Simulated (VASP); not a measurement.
# TiC (Fm-3m) in VASP: notebook

Runs on TiC. Level: PBE. Tasks: electric field gradients.

All numbers are computed with VASP 6.6.1; they aren't measurements. Logs are shortened: lines on timing, memory, paths and dates and some standing lists are left out, and cuts for length are marked.

## (1) The cell of the first run

It takes space group Fm-3m (No. 225, cubic). The conventional cell has a = 4.240 Å, b = 4.240 Å, c = 4.240 Å, α = 90.00°, β = 90.00°, γ = 90.00°. Within 2.8 Å of Ti (site symmetry m-3m) lie 6 C at 2.12 Å. C (site symmetry m-3m) has 6 Ti at 2.12 Å within 2.8 Å.

## (2) Electric field gradients, PBE (volume scaled by 0.94)

INCAR

```
PREC     = Accurate       # precision mode
ENCUT    = 520            # plane-wave cutoff, eV
EDIFF    = 1E-8           # SCF threshold, eV
ISMEAR   = -1             # smearing method
SIGMA    = 0.03           # smearing width, eV
LREAL    = F              # projectors in reciprocal space
LASPH    = T              # aspherical terms in the spheres
NELM     = 100            # most SCF steps
ALGO     = Normal         # electronic algorithm
ISIF     = 2              # what is computed and relaxed
LWAVE    = F              # write WAVECAR
LCHARG   = F              # write CHGCAR
GGA      = PE             # functional
LEFG     = T            
NBANDS   = 15             # bands
```

KPOINTS

```
regular mesh
0
Gamma
  16 16 16
```

POSCAR

```
TiC
1.0
    0.0000000000      2.1198243393      2.1198243393
    2.1198243393      0.0000000000      2.1198243393
    2.1198243393      2.1198243393      0.0000000000
Ti C
1 1
Direct
    0.0000000000      0.0000000000      0.0000000000
    0.5000000000      0.5000000000      0.5000000000
```

Potentials or basis: VASP PAW PBE potentials, release 64 (Ti_sv, C).

The run is started by

```
> cat potpaw_PBE.64/Ti_sv/POTCAR potpaw_PBE.64/C/POTCAR > POTCAR
> mpirun -np 1 vasp_std > vasp.out
```

OUTCAR:

```text
PREC = Accurate
   ENCUT = 520
   EDIFF = 1E-8
   ISMEAR = -1
   LREAL = F
   LASPH = T
   NELM = 100
   ISIF = 2
   GGA = PE

 ion  position               nearest neighbor table
   1  0.000  0.000  0.000-   2 2.12   2 2.12   2 2.12   2 2.12   2 2.12   2 2.12
   2  0.500  0.500  0.500-   1 2.12   1 2.12   1 2.12   1 2.12   1 2.12   1 2.12

  LATTYP: Found a face centered cubic cell.
 ALAT       =     4.2396486786

  Lattice vectors:

 A1 = (   0.0000000000,   2.1198243393,   2.1198243393)
 A2 = (   2.1198243393,   0.0000000000,   2.1198243393)
 A3 = (   2.1198243393,   2.1198243393,   0.0000000000)

Analysis of symmetry for initial positions (statically):
=====================================================================
 Subroutine PRICEL returns:
 Original cell was already a primitive cell.

 Routine SETGRP: Setting up the symmetry group for a
 face centered cubic supercell.

 Subroutine GETGRP returns: Found 48 space group operations
 (whereof 48 operations were pure point group operations)
 out of a pool of 48 trial point group operations.

The static configuration has the point symmetry O_h .

Analysis of symmetry for dynamics (positions and initial velocities):
=====================================================================
 Subroutine PRICEL returns:
 Original cell was already a primitive cell.

 Routine SETGRP: Setting up the symmetry group for a
 face centered cubic supercell.

 Subroutine GETGRP returns: Found 48 space group operations
 (whereof 48 operations were pure point group operations)
 out of a pool of 48 trial point group operations.

The dynamic configuration has the point symmetry O_h .

 Subroutine INISYM returns: Found 48 space group operations
 (whereof 48 operations are pure point group operations),
 and found     1 'primitive' translations

----------------------------------------------------------------------------------------

                                     Primitive cell

  volume of cell :      19.0515

  direct lattice vectors                    reciprocal lattice vectors
     0.000000000  2.119824339  2.119824339    -0.235868600  0.235868600  0.235868600
     2.119824339  0.000000000  2.119824339     0.235868600 -0.235868600  0.235868600
     2.119824339  2.119824339  0.000000000     0.235868600  0.235868600 -0.235868600

  length of vectors
     2.997884330  2.997884330  2.997884330     0.408536400  0.408536400  0.408536400

  position of ions in fractional coordinates (direct lattice)
     0.000000000  0.000000000  0.000000000
     0.500000000  0.500000000  0.500000000

  ion indices of the primitive-cell ions
   primitive index   ion index
                 1           1
                 2           2

----------------------------------------------------------------------------------------

 KPOINTS: regular mesh

Automatic generation of k-mesh.
 Grid dimensions read from file:
 generate k-points for:   16   16   16

 Generating k-lattice:

  Cartesian coordinates                     Fractional coordinates (reciprocal lattice)
    -0.014741788  0.014741788  0.014741788     0.062500000  0.000000000  0.000000000
     0.014741788 -0.014741788  0.014741788     0.000000000  0.062500000  0.000000000
     0.014741788  0.014741788 -0.014741788     0.000000000  0.000000000  0.062500000

  Length of vectors
     0.025533525  0.025533525  0.025533525

  Shift w.r.t. Gamma in fractional coordinates (k-lattice)
     0.000000000  0.000000000  0.000000000

 Subroutine IBZKPT returns following result:
 ===========================================

 Found    145 irreducible k-points:

 Following reciprocal coordinates:
            Coordinates               Weight
  0.000000  0.000000  0.000000      1.000000
  0.062500  0.000000  0.000000      8.000000
  0.125000  0.000000  0.000000      8.000000
  0.187500  0.000000  0.000000      8.000000
  0.250000  0.000000  0.000000      8.000000
  0.312500  0.000000  0.000000      8.000000
[... 16 lines left out ...]
 -0.125000  0.062500  0.000000     24.000000
 -0.062500  0.062500  0.000000     12.000000
 [... further k-points ...]
   k-points           NKPTS =    145   k-points in BZ     NKDIM =    145   number of bands    NBANDS=     15
   number of dos      NEDOS =    301   number of ions     NIONS =      2
   total plane-waves  NPLWV =  13824
   dimension x,y,z NGX =    24 NGY =   24 NGZ =   24
   dimension x,y,z NGXF=    48 NGYF=   48 NGZF=   48
   ions per type =               1   1
   NGX,Y,Z   is equivalent  to a cutoff of  13.31, 13.31, 13.31 a.u.
   NGXF,Y,Z  is equivalent  to a cutoff of  26.62, 26.62, 26.62 a.u.
 SYSTEM =  unknown system
   PREC   = accura    normal or accurate (medium, high low for compatibility)
   ISTART =      0    job   : 0-new  1-cont  2-samecut
   ICHARG =      2    charge: 1-file 2-atom 10-const
   ISPIN  =      1    spin polarized calculation?
   LNONCOLLINEAR =      F non collinear calculations
   LSORBIT =      F    spin-orbit coupling
   LASPH  =      T    aspherical Exc in radial PAW
   ENCUT  =  520.0 eV  38.22 Ry    6.18 a.u.   5.57  5.57  5.57*2*pi/ulx,y,z
   NELM   =    100;   NELMIN=  2; NELMDL= -5     # of ELM steps
   EDIFF  = 0.1E-07   stopping-criterion for ELM
   LREAL  =      F    real-space projection
   EDIFFG = 0.1E-06   stopping-criterion for IOM
   NSW    =      0    number of steps for IOM
   IBRION =     -1    ionic relax: 0-MD 1-quasi-New 2-CG
   NFREE  =      0    steps in history (QN), initial steepest desc. (CG)
   ISIF   =      2    stress and relaxation
   ISYM   =      2    0-nonsym 1-usesym 2-fastsym
   POTIM  = 0.5000    time-step for ionic-motion
   TEBEG  =    0.0;   TEEND  =   0.0 temperature during run
   PSTRESS=    0.0 pullay stress
   NELECT =      16.0000    total number of electrons
   NUPDOWN=      -1.0000    fix difference up-down
   EMIN   =  10.00;   EMAX   =-10.00  energy-range for DOS
   EFERMI =   0.00;   METHOD = LEGACY
   ISMEAR =    -1;   SIGMA  =   0.03  broadening in eV -4-tet -1-fermi 0-gaus
   EFERMI_NEDOS =   21; number of points for ismear=-14 and -15
   IALGO  =     38    algorithm
   IMIX   =      4    mixing-type and parameters
     AMIX     =   0.40;   BMIX     =  1.00
     AMIX_MAG =   1.60;   BMIX_MAG =  1.00
  volume/ion in A,a.u.               =       9.53        64.28
  Fermi-wavevector in a.u.,A,eV,Ry     =   1.544561  2.918796 32.458976  2.385667
  Thomas-Fermi vector in A             =   2.650064
   LORBIT       =      0    0 simple, 1 ext, 2 COOP (PROOUT), +10 PAW based schemes
   GGA     = PE    functional components
   LHFCALC =     F    Hartree Fock is set to
   AEXX    =    0.0000 exact exchange contribution
   IVDW    =     0    specifies the selected vdW correction
   LEPSILON=     F    determine dielectric tensor
   LRPA    =     F    only Hartree local field effects (RPA)
 non-spin polarized calculation
  energy-cutoff  :      520.00
  volume of cell :       19.05
 maximum number of plane-waves:       533
   NGX = 11   NGY = 11   NGZ = 11

 number of electron      16.0000002 magnetization

 Free energy of the ion-electron system (eV)
  ---------------------------------------------------
  ext. energy  EPLUGINS =         0.00000000
  ---------------------------------------------------
  free energy    TOTEN  =       -18.63604139 eV

  energy without entropy =      -18.63480784  energy(sigma->0) =      -18.63542461

 E-fermi :  10.1754     XC(G=0): -13.0342

 val. band max:       10.1734817160   @ k =   0.1250   0.0625   0.0000
 cond. band min:      10.2073501229   @ k =   0.5000   0.5000   0.0000
 fundamental gap:      0.0338684069
 Fermi energy:        10.1753797961

 k-point     1 :       0.0000    0.0000    0.0000
  band No.  band energies     occupation
      1     -46.2160      2.00000
      2     -22.2016      2.00000
      3     -22.2016      2.00000
      4     -22.2016      2.00000
      5      -2.5109      2.00000
      6      10.9007      0.00000
      7      10.9007      0.00000
      8      10.9007      0.00000
      9      11.9457      0.00000
     10      11.9457      0.00000
     11      11.9457      0.00000
     12      12.0387      0.00000
     13      12.0387      0.00000
     14      21.6381      0.00000
[... 401 lines left out ...]
      2     -22.2612      2.00000
      3     -22.2179      2.00000
      4     -22.2029      2.00000
      5      -2.2577      2.00000
      6       9.9451      1.99907
      7      10.1304      1.63515
      8      10.1384      1.54888
      9      11.0217      0.00000
     10      11.6600      0.00000
     11      12.5822      0.00000
     12      13.2231      0.00000
     13      14.1326      0.00000
     14      22.0300      0.00000
     15      24.6260      0.00000

 [... further k-points ...]

------------------------ aborting loop because EDIFF is reached ----------------------------------------

  FORCE on cell =-STRESS in cart. coord.  units (eV):
  Direction    XX          YY          ZZ          XY          YZ          ZX
  --------------------------------------------------------------------------------------
  -------------------------------------------------------------------------------------
  Total        2.2344010      2.2344010      2.2344010      0.0000000      0.0000000     -0.0000000
  in kB      187.9066174    187.9066174    187.9066174      0.0000000      0.0000000     -0.0000000
  external PRESSURE =     187.9066174 kB  Pullay stress =       0.0000000 kB

 VOLUME and BASIS-vectors are now :
 -----------------------------------------------------------------------------
  energy-cutoff  :      520.00
  volume of cell :       19.05
      direct lattice vectors                 reciprocal lattice vectors
     0.000000000  2.119824339  2.119824339    -0.235868600  0.235868600  0.235868600
     2.119824339  0.000000000  2.119824339     0.235868600 -0.235868600  0.235868600
     2.119824339  2.119824339  0.000000000     0.235868600  0.235868600 -0.235868600

 POSITION                                       TOTAL-FORCE (eV/Angst)
 -----------------------------------------------------------------------------------
      0.00000      0.00000      0.00000        -0.000000      0.000000      0.000000
      2.11982      2.11982      2.11982         0.000000     -0.000000     -0.000000
 -----------------------------------------------------------------------------------
    total drift:                                0.000000     -0.000000     -0.000000

  FREE ENERGIE OF THE ION-ELECTRON SYSTEM (eV)
  ---------------------------------------------------
  free  energy   TOTEN  =       -18.6360413895 eV

  energy  without entropy=      -18.6348078359  energy(sigma->0) =      -18.63542461

 Electric field gradients (V/A^2)
---------------------------------------------------------------------
 ion       V_xx      V_yy      V_zz      V_xy      V_xz      V_yz
---------------------------------------------------------------------
   1      -0.000     0.000    -0.000     0.001     0.001     0.001
   2      -0.000    -0.000    -0.000    -0.000    -0.000    -0.000
---------------------------------------------------------------------

 Electric field gradients after diagonalization (V/A^2)
 (convention: |V_zz| > |V_xx| > |V_yy|)
----------------------------------------------------------------------
 ion       V_xx      V_yy      V_zz     asymmetry (V_yy - V_xx)/ V_zz
----------------------------------------------------------------------
   1      -0.001    -0.001     0.002       0.000
   2       0.000     0.000    -0.000       0.000
----------------------------------------------------------------------

           NMR quadrupolar parameters

 Cq : quadrupolar parameter    Cq=e*Q*V_zz/h
 eta: asymmetry parameters     (V_yy - V_xx)/ V_zz
 Q  : nuclear electric quadrupole moment in mb (millibarn)
----------------------------------------------------------------------
 ion       Cq(MHz)       eta       Q (mb)
----------------------------------------------------------------------
   1       0.000       0.000       1.000
   2      -0.000       0.000       1.000
----------------------------------------------------------------------
```

Wall time 28 s (1 thread of Intel Xeon 6975P-C (Granite Rapids), shared host); peak memory 0.16 GiB.

Results:

- Free energy: -18.6360 eV
- Pressure: 18.8 GPa
- Band gap on the k mesh: zero (band 8 reaches 10.90 eV, above the bottom of band 9 at 9.77 eV)

Levels at points of the mesh, in eV from the Fermi level:
| k point | band 5 | band 6 | band 7 | band 8 | band 9 | band 10 | band 11 | band 12 |
| --- | --- | --- | --- | --- | --- | --- | --- | --- |
| (0.00, 0.00, 0.00) | -12.69 | 0.73 | 0.73 | 0.73 | 1.77 | 1.77 | 1.77 | 1.86 |
| (0.50, 0.00, 0.00) | -8.89 | -6.13 | -3.10 | -3.10 | 3.19 | 3.19 | 4.49 | 8.59 |
| (0.50, 0.50, 0.00) | -10.37 | -3.46 | -1.81 | 0.03 | 0.03 | 2.96 | 3.85 | 3.85 |

Caveat: without QUAD_EFG the Cq values of the log hold for a quadrupole moment of 1 mb, not for the nuclei.

(Part 1 of 3 ends here.)
